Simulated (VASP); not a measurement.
Here is a VASP 6.6.1 calculation.

Contents of INCAR:

```
  ALGO = Normal
  EDIFF = 1E-7
  ENCUT = 520
  GGA = PS
  ISIF = 2
  ISMEAR = 0
  IVDW = 12
  LASPH = True
  LCHARG = True
  LELF = True
  LREAL = False
  LVHAR = True
  LWAVE = False
  NBANDS = 49
  NELM = 100
  PREC = Accurate
  SIGMA = 0.15
```

The input KPOINTS:

```
k-points
0
Gamma
  14 14 3
```

File POSCAR:

```
MoS2
1.0
   -3.0798097231      0.0000000000      0.0000000000
   -1.5399048616     -2.6671934590      0.0000000000
   -2.3098572924     -1.3335967295     17.1411508765
Mo S
3 6
Direct
    0.5821348443      0.5821348443      0.1690636447
    0.5772732493     -0.4227267507      0.8454535013
    0.0797040468      0.0797040468      0.5072585730
    0.1969843733      0.1969843733      0.9393645867
    0.6994151708     -0.3005848292      0.6011696583
    0.2018459683      0.2018459683      0.2629747300
    0.4599929228      0.4599929228      0.4133474877
    0.9624237203     -0.0375762797      0.0751525593
   -0.0424378747     -0.0424378747      0.7515424160
```

Potentials or basis: VASP PAW PBE potentials, release 64 (Mo_sv, S).

Run with:

```console
$ cat potpaw_PBE.64/Mo_sv/POTCAR potpaw_PBE.64/S/POTCAR > POTCAR
$ mpirun -np 1 vasp_std > vasp.out
```

(1) Predict the largest force.

(2) Estimate the band gap on the k mesh.

(3) What does it give for the dispersion energy per atom?

(4) Predict the pressure.

## Answers

(1) 1.223 eV/Å.

(2) zero (bands 39 and 40 overlap by 0.57 eV).

(3) -0.421 eV.

(4) 1.8 GPa.

Caveat: the cell differs from its parent crystal (the part above a cut slid along it); the PAW data sets were made with another functional, which shifts forces and pressure a little.
